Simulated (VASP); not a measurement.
# Li2O (Fm-3m) in VASP: further runs

Li2O is run at these levels: PBE; tasks: single point.

Program: VASP 6.6.1. These are calculated values, not measurements. Logs are shortened: lines on timing, memory, paths and dates and some standing lists are left out, and cuts for length are marked.

### Step 1. The cell of the first run

Symmetry: Fm-3m, No. 225, cubic system. The conventional cell has a = 4.433 Å, b = 4.433 Å, c = 4.433 Å, α = 90.00°, β = 90.00°, γ = 90.00°. Li (site symmetry -43m) has 4 O at 1.92 Å and 6 Li at 2.22 Å within 2.5 Å. Within 2.5 Å of O (site symmetry m-3m) lie 8 Li at 1.92 Å.

### Step 2. Single point, PBE (7.26 Å³/atom)

File INCAR:

```
  PREC = Accurate
  ENCUT = 750
  EDIFF = 1E-6
  ISMEAR = 0
  SIGMA = 0.02
  LREAL = False
  LASPH = True
  NELM = 120
  ALGO = Normal
  ISIF = 2
  LWAVE = False
  LCHARG = False
  GGA = PE
  NBANDS = 13
  GGA_COMPAT = False
```

File KPOINTS:

```
Automatic mesh
0
Gamma
  8 8 8
```

File POSCAR:

```
Li2O
1.0
    0.0000000000      2.2165208546      2.2165208546
    2.2165208546      0.0000000000      2.2165208546
    2.2165208546      2.2165208546      0.0000000000
Li O
2 1
Direct
    0.7500000000      0.7500000000      0.7500000000
    0.2500000000      0.2500000000      0.2500000000
    0.0000000000      0.0000000000      0.0000000000
```

Potentials or basis: VASP PAW PBE potentials, release 64 (Li_sv, O).

Command:

```
cat potpaw_PBE.64/Li_sv/POTCAR potpaw_PBE.64/O/POTCAR > POTCAR
mpirun -np 1 vasp_std > vasp.out
```

OUTCAR:

```text
PREC = Accurate
   ENCUT = 750
   EDIFF = 1E-6
   ISMEAR = 0
   LREAL = False
   LASPH = True
   NELM = 120
   ISIF = 2
   GGA = PE

 ion  position               nearest neighbor table
   1  0.750  0.750  0.750-   3 1.92   3 1.92   3 1.92   3 1.92   2 2.22   2 2.22   2 2.22   2 2.22
                             2 2.22   2 2.22
   2  0.250  0.250  0.250-   3 1.92   3 1.92   3 1.92   3 1.92   1 2.22   1 2.22   1 2.22   1 2.22
                             1 2.22   1 2.22
   3  0.000  0.000  0.000-   1 1.92   1 1.92   1 1.92   2 1.92   2 1.92   2 1.92   2 1.92   1 1.92

  LATTYP: Found a face centered cubic cell.
 ALAT       =     4.4330417092

  Lattice vectors:

 A1 = (   0.0000000000,   2.2165208546,   2.2165208546)
 A2 = (   2.2165208546,   0.0000000000,   2.2165208546)
 A3 = (   2.2165208546,   2.2165208546,   0.0000000000)

Analysis of symmetry for initial positions (statically):
=====================================================================
 Subroutine PRICEL returns:
 Original cell was already a primitive cell.

 Routine SETGRP: Setting up the symmetry group for a
 face centered cubic supercell.

 Subroutine GETGRP returns: Found 48 space group operations
 (whereof 48 operations were pure point group operations)
 out of a pool of 48 trial point group operations.

The static configuration has the point symmetry O_h .

Analysis of symmetry for dynamics (positions and initial velocities):
=====================================================================
 Subroutine PRICEL returns:
 Original cell was already a primitive cell.

 Routine SETGRP: Setting up the symmetry group for a
 face centered cubic supercell.

 Subroutine GETGRP returns: Found 48 space group operations
 (whereof 48 operations were pure point group operations)
 out of a pool of 48 trial point group operations.

The dynamic configuration has the point symmetry O_h .

 Subroutine INISYM returns: Found 48 space group operations
 (whereof 48 operations are pure point group operations),
 and found     1 'primitive' translations

----------------------------------------------------------------------------------------

                                     Primitive cell

  volume of cell :      21.7794

  direct lattice vectors                    reciprocal lattice vectors
     0.000000000  2.216520855  2.216520855    -0.225578748  0.225578748  0.225578748
     2.216520855  0.000000000  2.216520855     0.225578748 -0.225578748  0.225578748
     2.216520855  2.216520855  0.000000000     0.225578748  0.225578748 -0.225578748

  length of vectors
     3.134633854  3.134633854  3.134633854     0.390713853  0.390713853  0.390713853

  position of ions in fractional coordinates (direct lattice)
     0.750000000  0.750000000  0.750000000
     0.250000000  0.250000000  0.250000000
     0.000000000  0.000000000  0.000000000

  ion indices of the primitive-cell ions
   primitive index   ion index
                 1           1
                 2           2
                 3           3

----------------------------------------------------------------------------------------

 KPOINTS: Automatic mesh

Automatic generation of k-mesh.
 Grid dimensions read from file:
 generate k-points for:    8    8    8

 Generating k-lattice:

  Cartesian coordinates                     Fractional coordinates (reciprocal lattice)
    -0.028197344  0.028197344  0.028197344     0.125000000  0.000000000  0.000000000
     0.028197344 -0.028197344  0.028197344     0.000000000  0.125000000  0.000000000
     0.028197344  0.028197344 -0.028197344     0.000000000  0.000000000  0.125000000

  Length of vectors
     0.048839232  0.048839232  0.048839232

  Shift w.r.t. Gamma in fractional coordinates (k-lattice)
     0.000000000  0.000000000  0.000000000

 Subroutine IBZKPT returns following result:
 ===========================================

 Found     29 irreducible k-points:

 Following reciprocal coordinates:
            Coordinates               Weight
  0.000000  0.000000  0.000000      1.000000
  0.125000  0.000000  0.000000      8.000000
  0.250000  0.000000  0.000000      8.000000
  0.375000  0.000000  0.000000      8.000000
  0.500000  0.000000  0.000000      4.000000
  0.125000  0.125000  0.000000      6.000000
[... 16 lines left out ...]
  0.500000  0.250000  0.125000     48.000000
 -0.375000  0.250000  0.125000     24.000000
 [... further k-points ...]
   k-points           NKPTS =     29   k-points in BZ     NKDIM =     29   number of bands    NBANDS=     13
   number of dos      NEDOS =    301   number of ions     NIONS =      3
   total plane-waves  NPLWV =  21952
   dimension x,y,z NGX =    28 NGY =   28 NGZ =   28
   dimension x,y,z NGXF=    56 NGYF=   56 NGZF=   56
   ions per type =               2   1
   NGX,Y,Z   is equivalent  to a cutoff of  14.85, 14.85, 14.85 a.u.
   NGXF,Y,Z  is equivalent  to a cutoff of  29.70, 29.70, 29.70 a.u.
 SYSTEM =  unknown system
   PREC   = accura    normal or accurate (medium, high low for compatibility)
   ISTART =      0    job   : 0-new  1-cont  2-samecut
   ICHARG =      2    charge: 1-file 2-atom 10-const
   ISPIN  =      1    spin polarized calculation?
   LNONCOLLINEAR =      F non collinear calculations
   LSORBIT =      F    spin-orbit coupling
   LASPH  =      T    aspherical Exc in radial PAW
   ENCUT  =  750.0 eV  55.12 Ry    7.42 a.u.   7.00  7.00  7.00*2*pi/ulx,y,z
   NELM   =    120;   NELMIN=  2; NELMDL= -5     # of ELM steps
   EDIFF  = 0.1E-05   stopping-criterion for ELM
   LREAL  =      F    real-space projection
   EDIFFG = 0.1E-04   stopping-criterion for IOM
   NSW    =      0    number of steps for IOM
   IBRION =     -1    ionic relax: 0-MD 1-quasi-New 2-CG
   NFREE  =      0    steps in history (QN), initial steepest desc. (CG)
   ISIF   =      2    stress and relaxation
   ISYM   =      2    0-nonsym 1-usesym 2-fastsym
   POTIM  = 0.5000    time-step for ionic-motion
   TEBEG  =    0.0;   TEEND  =   0.0 temperature during run
   PSTRESS=    0.0 pullay stress
   NELECT =      12.0000    total number of electrons
   NUPDOWN=      -1.0000    fix difference up-down
   EMIN   =  10.00;   EMAX   =-10.00  energy-range for DOS
   EFERMI =   0.00;   METHOD = LEGACY
   ISMEAR =     0;   SIGMA  =   0.02  broadening in eV -4-tet -1-fermi 0-gaus
   EFERMI_NEDOS =   21; number of points for ismear=-14 and -15
   IALGO  =     38    algorithm
   IMIX   =      4    mixing-type and parameters
     AMIX     =   0.40;   BMIX     =  1.00
     AMIX_MAG =   1.60;   BMIX_MAG =  1.00
  volume/ion in A,a.u.               =       7.26        48.99
  Fermi-wavevector in a.u.,A,eV,Ry     =   1.342106  2.536212 24.507467  1.801248
  Thomas-Fermi vector in A             =   2.470286
   LORBIT       =      0    0 simple, 1 ext, 2 COOP (PROOUT), +10 PAW based schemes
   GGA     = PE    functional components
   LHFCALC =     F    Hartree Fock is set to
   AEXX    =    0.0000 exact exchange contribution
   IVDW    =     0    specifies the selected vdW correction
   LEPSILON=     F    determine dielectric tensor
   LRPA    =     F    only Hartree local field effects (RPA)
 non-spin polarized calculation
 Gauss-broadening in eV      SIGMA  =   0.02
  energy-cutoff  :      750.00
  volume of cell :       21.78
 maximum number of plane-waves:      1036
   NGX = 13   NGY = 13   NGZ = 13

 number of electron      11.9999997 magnetization

 Free energy of the ion-electron system (eV)
  ---------------------------------------------------
  ext. energy  EPLUGINS =         0.00000000
  ---------------------------------------------------
  free energy    TOTEN  =       -14.24320280 eV

  energy without entropy =      -14.24320280  energy(sigma->0) =      -14.24320280

 E-fermi :   2.2366     XC(G=0): -10.2844

 val. band max:        2.0351554494   @ k =   0.0000   0.0000   0.0000
 cond. band min:       7.2469184009   @ k =   0.5000   0.5000   0.0000
 fundamental gap:      5.2117629515
 Fermi energy:         2.2365898522

 k-point     1 :       0.0000    0.0000    0.0000
  band No.  band energies     occupation
      1     -40.7510      2.00000
      2     -40.2652      2.00000
      3     -13.6178      2.00000
      4       2.0352      2.00000
      5       2.0352      2.00000
      6       2.0352      2.00000
      7       8.2665      0.00000
      8      14.6936      0.00000
      9      14.6936      0.00000
     10      14.6936      0.00000
     11      22.3728      0.00000
     12      22.3728      0.00000
     13      22.3728      0.00000

 k-point     2 :       0.1250    0.0000    0.0000
  band No.  band energies     occupation
      1     -40.7291      2.00000
      2     -40.2807      2.00000
      3     -13.5875      2.00000
      4       1.4775      2.00000
      5       1.9510      2.00000
      6       1.9510      2.00000
      7       8.6671      0.00000
      8      14.7976      0.00000
      9      14.9397      0.00000
     10      14.9397      0.00000
     11      20.8502      0.00000
     12      20.8502      0.00000
     13      23.0148      0.00000

 k-point     3 :       0.2500    0.0000    0.0000
  band No.  band energies     occupation
      1     -40.6683      2.00000
      2     -40.3258      2.00000
      3     -13.5091      2.00000
      4       0.3224      2.00000
      5       1.7609      2.00000
      6       1.7609      2.00000
      7       9.6558      0.00000
      8      14.7554      0.00000
      9      15.2210      0.00000
     10      15.2210      0.00000
     11      19.9725      0.00000
     12      19.9725      0.00000
     13      24.5778      0.00000
[... 305 lines left out ...]
 k-point    23 :       0.5000    0.2500    0.1250
  band No.  band energies     occupation
      1     -40.5585      2.00000
      2     -40.4102      2.00000
      3     -13.3874      2.00000
      4      -0.4361      2.00000
      5       0.8715      2.00000
      6       1.3024      2.00000
      7      10.1441      0.00000
      8      13.8213      0.00000
      9      16.2134      0.00000
     10      16.7030      0.00000
     11      18.9898      0.00000
     12      22.9225      0.00000
     13      26.3947      0.00000

 k-point    24 :      -0.3750    0.2500    0.1250
  band No.  band energies     occupation
      1     -40.4822      2.00000
      2     -40.4811      2.00000
      3     -13.3573      2.00000
      4      -0.7184      2.00000
      5       0.9153      2.00000
      6       1.1032      2.00000
      7      10.5528      0.00000
      8      13.4348      0.00000
      9      16.1322      0.00000
     10      16.6639      0.00000
     11      21.0225      0.00000
     12      21.3202      0.00000
     13      26.9882      0.00000

 [... further k-points ...]
[... 5 lines left out ...]
  --------------------------------------------------------------------------------------
  -------------------------------------------------------------------------------------
  Total        1.7556548      1.7556548      1.7556548      0.0000000      0.0000000      0.0000000
  in kB      129.1529236    129.1529236    129.1529236      0.0000000      0.0000000      0.0000000
  external PRESSURE =     129.1529236 kB  Pullay stress =       0.0000000 kB

 VOLUME and BASIS-vectors are now :
 -----------------------------------------------------------------------------
  energy-cutoff  :      750.00
  volume of cell :       21.78
      direct lattice vectors                 reciprocal lattice vectors
     0.000000000  2.216520855  2.216520855    -0.225578748  0.225578748  0.225578748
     2.216520855  0.000000000  2.216520855     0.225578748 -0.225578748  0.225578748
     2.216520855  2.216520855  0.000000000     0.225578748  0.225578748 -0.225578748

 POSITION                                       TOTAL-FORCE (eV/Angst)
 -----------------------------------------------------------------------------------
      3.32478      3.32478      3.32478        -0.000000     -0.000000      0.000000
      1.10826      1.10826      1.10826         0.000000      0.000000      0.000000
      0.00000      0.00000      0.00000         0.000000     -0.000000     -0.000000
 -----------------------------------------------------------------------------------
    total drift:                                0.000000      0.000000      0.000000

  FREE ENERGIE OF THE ION-ELECTRON SYSTEM (eV)
  ---------------------------------------------------
  free  energy   TOTEN  =       -14.2432028027 eV

  energy  without entropy=      -14.2432028027  energy(sigma->0) =      -14.24320280
```

Wall time 16 s (1 thread of Intel Xeon Platinum 8488C (Sapphire Rapids), shared host); peak memory 0.15 GiB.

What came out:

- Free energy: -14.2432 eV
- Pressure: 12.9 GPa
- Band gap on the k mesh: 5.21 eV (least direct gap 6.23 eV)

Levels at points of the mesh, in eV from the valence-band top:
```csv
k point,band 2,band 3,band 4,band 5,band 6,band 7,band 8,band 9,band 10,band 11
"(0.00, 0.00, 0.00)",-42.30,-15.65,0.00,0.00,0.00,6.23,12.66,12.66,12.66,20.34
"(0.50, 0.00, 0.00)",-42.52,-15.42,-3.08,-0.52,-0.52,10.05,11.11,12.76,12.76,19.33
"(0.50, 0.50, 0.00)",-42.43,-15.38,-1.70,-1.60,-1.60,5.21,14.75,14.75,16.42,17.22
```

Caveat: the cell stands under pressure.

### Step 3. Single point, PBE

This run uses another cell than the first one, of 8.25 Å³/atom.

File INCAR:

```
PREC = Accurate
ENCUT = 750
EDIFF = 1E-6
ISMEAR = 0
SIGMA = 0.02
LREAL = False
LASPH = True
NELM = 120
ALGO = Normal
ISIF = 2
LWAVE = False
LCHARG = False
GGA = PE
NBANDS = 13
GGA_COMPAT = False
```

File KPOINTS:

```
regular mesh
0
Gamma
  8 8 8
```

File POSCAR:

```
Li2O
1.0
    0.0000000000      2.3130104653      2.3130104653
    2.3130104653      0.0000000000      2.3130104653
    2.3130104653      2.3130104653      0.0000000000
Li O
2 1
Direct
    0.7500000000      0.7500000000      0.7500000000
    0.2500000000      0.2500000000      0.2500000000
    0.0000000000      0.0000000000      0.0000000000
```

Potentials or basis: VASP PAW PBE potentials, release 64 (Li_sv, O).

Command:

```
cat potpaw_PBE.64/Li_sv/POTCAR potpaw_PBE.64/O/POTCAR > POTCAR
mpirun -np 1 vasp_std > vasp.out
```

OUTCAR:

```text
PREC = Accurate
   ENCUT = 750
   EDIFF = 1E-6
   ISMEAR = 0
   LREAL = False
   LASPH = True
   NELM = 120
   ISIF = 2
   GGA = PE

 ion  position               nearest neighbor table
   1  0.750  0.750  0.750-   3 2.00   3 2.00   3 2.00   3 2.00   2 2.31   2 2.31   2 2.31   2 2.31
                             2 2.31   2 2.31
   2  0.250  0.250  0.250-   3 2.00   3 2.00   3 2.00   3 2.00   1 2.31   1 2.31   1 2.31   1 2.31
                             1 2.31   1 2.31
   3  0.000  0.000  0.000-   1 2.00   2 2.00   1 2.00   1 2.00   1 2.00   2 2.00   2 2.00   2 2.00

  LATTYP: Found a face centered cubic cell.
 ALAT       =     4.6260209306
[... 573 lines left out ...]
     13      24.2444      0.00000

 [... further k-points ...]
[... 5 lines left out ...]
  --------------------------------------------------------------------------------------
  -------------------------------------------------------------------------------------
  Total       -0.0511577     -0.0511577     -0.0511577      0.0000000     -0.0000000     -0.0000000
  in kB       -3.3117616     -3.3117616     -3.3117616      0.0000000     -0.0000000     -0.0000000
  external PRESSURE =      -3.3117616 kB  Pullay stress =       0.0000000 kB

 VOLUME and BASIS-vectors are now :
 -----------------------------------------------------------------------------
  energy-cutoff  :      750.00
  volume of cell :       24.75
      direct lattice vectors                 reciprocal lattice vectors
     0.000000000  2.313010465  2.313010465    -0.216168499  0.216168499  0.216168499
     2.313010465  0.000000000  2.313010465     0.216168499 -0.216168499  0.216168499
     2.313010465  2.313010465  0.000000000     0.216168499  0.216168499 -0.216168499

 POSITION                                       TOTAL-FORCE (eV/Angst)
 -----------------------------------------------------------------------------------
      3.46952      3.46952      3.46952         0.000000      0.000000      0.000000
      1.15651      1.15651      1.15651        -0.000000     -0.000000     -0.000000
      0.00000      0.00000      0.00000        -0.000000     -0.000000      0.000000
 -----------------------------------------------------------------------------------
    total drift:                                0.000000     -0.000000      0.000000

  FREE ENERGIE OF THE ION-ELECTRON SYSTEM (eV)
  ---------------------------------------------------
  free  energy   TOTEN  =       -14.3562606178 eV

  energy  without entropy=      -14.3562606178  energy(sigma->0) =      -14.35626062
```

Run time: 18 s. Hardware: 1 thread of Intel Xeon Platinum 8488C (Sapphire Rapids), shared host; peak memory 0.16 GiB.

Results:

| Quantity | Value |
| --- | --- |
| Free energy | -14.3563 eV |
| Pressure | -0.3 GPa |
| Band gap on the k mesh | 4.97 eV (least direct gap 5.24 eV) |

Levels at points of the mesh, in eV from the valence-band top:
| k point | band 2 | band 3 | band 4 | band 5 | band 6 | band 7 | band 8 | band 9 | band 10 | band 11 |
| --- | --- | --- | --- | --- | --- | --- | --- | --- | --- | --- |
| (0.00, 0.00, 0.00) | -42.67 | -15.44 | 0.00 | 0.00 | 0.00 | 5.24 | 11.91 | 11.91 | 11.91 | 18.96 |
| (0.50, 0.00, 0.00) | -42.82 | -15.22 | -2.76 | -0.44 | -0.44 | 9.18 | 9.77 | 12.04 | 12.04 | 17.79 |
| (0.50, 0.50, 0.00) | -42.76 | -15.17 | -1.60 | -1.37 | -1.37 | 4.97 | 13.50 | 13.50 | 14.66 | 15.69 |

A k mesh can miss the band edges.

### Step 4. Single point, PBE

This run uses another cell than the first one, of 8.25 Å³/atom.

File INCAR:

```
SYSTEM = Li2O
ALGO     = Normal         ! electronic algorithm
EDIFF    = 1E-6           ! SCF threshold, eV
ENCUT    = 750            ! plane-wave cutoff, eV
GGA      = PE             ! functional
GGA_COMPAT= .False.      
ISIF     = 2              ! what is computed and relaxed
ISMEAR   = 0              ! smearing method
LASPH    = .True.         ! aspherical terms in the spheres
LCHARG   = .False.        ! write CHGCAR
LREAL    = .False.        ! projectors in reciprocal space
LWAVE    = .False.        ! write WAVECAR
NBANDS   = 13             ! bands
NELM     = 120            ! most SCF steps
PREC     = Accurate       ! precision mode
SIGMA    = 0.02           ! smearing width, eV
```

File KPOINTS:

```
k-points
0
Gamma
  8 8 8
  0 0 0
```

File POSCAR:

```
Li2O
1.0
    0.0000000000      2.3131140362      2.3131140362
    2.3131140362      0.0000000000      2.3131140362
    2.3131140362      2.3131140362      0.0000000000
Li O
2 1
Direct
    0.7500000000      0.7500000000      0.7500000000
    0.2500000000      0.2500000000      0.2500000000
    0.0000000000      0.0000000000      0.0000000000
```

Command:

```
cat potpaw_PBE.64/Li_sv/POTCAR potpaw_PBE.64/O/POTCAR > POTCAR
mpirun -np 1 vasp_std > vasp.out
```

Wall time 16 s (1 thread of Intel Xeon Platinum 8488C (Sapphire Rapids), shared host); peak memory 0.16 GiB.

The run converged. Its results:

| Item | Value |
| --- | --- |
| Free energy | -14.3563 eV |
| Pressure | -0.3 GPa |
| Band gap on the k mesh | 4.97 eV (least direct gap 5.23 eV) |

Levels at points of the mesh, in eV from the valence-band top:
```
           k point  band 4  band 5  band 6  band 7  band 8  band 9
(0.00, 0.00, 0.00)    0.00    0.00    0.00    5.23   11.91   11.91
(0.50, 0.00, 0.00)   -2.76   -0.44   -0.44    9.18    9.77   12.04
(0.50, 0.50, 0.00)   -1.60   -1.37   -1.37    4.97   13.50   13.50
```
